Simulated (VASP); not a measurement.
A run of VASP 6.6.1 is set up as follows.

INCAR

```
SYSTEM = Ir
ALGO = Normal
EDIFF = 1E-8
ENCUT = 420
GGA = PS
GGA_COMPAT = .FALSE.
ISIF = 2
ISMEAR = -1
LASPH = .TRUE.
LCHARG = .FALSE.
LEFG = .TRUE.
LREAL = .FALSE.
LWAVE = .FALSE.
NBANDS = 14
NELM = 120
PREC = Accurate
SIGMA = 0.05
```

File KPOINTS:

```
k-points
0
G
  18 18 18
  0 0 0
```

File POSCAR:

```
Ir
1.0
   -0.0383940000      1.9005030000      1.9005030000
    1.9005030000     -0.0383940000      1.9005030000
    1.9005030000      1.9005030000     -0.0383940000
Ir
1
Direct
    0.0000000000      0.0000000000      0.0000000000
```

Potentials or basis: VASP PAW PBE potentials, release 64 (Ir_sv_GW).

Run with:

```bash
$ cat potpaw_PBE.64/Ir_sv_GW/POTCAR > POTCAR
$ mpirun -np 1 vasp_std > vasp.out
```

Problem. Estimate the band gap on the k mesh.

Solution. Zero (an odd number of electrons rules out a gap without spin polarisation).

Problem. Predict the pressure.

Solution. -4.4 GPa.

Stress tensor (GPa, compression positive):
```
-4.36  5.41  5.41
 5.41 -4.36  5.41
 5.41  5.41 -4.36
```

Caveat: the cell differs from its parent crystal (equal xy, yz and zx shear strains of -2 %); the cell stands under tension; without QUAD_EFG the Cq values of the log hold for a quadrupole moment of 1 mb, not for the nuclei; the PAW data sets were made with another functional, which shifts forces and pressure a little; spin-orbit coupling is left out, which moves the levels of the heavy elements.
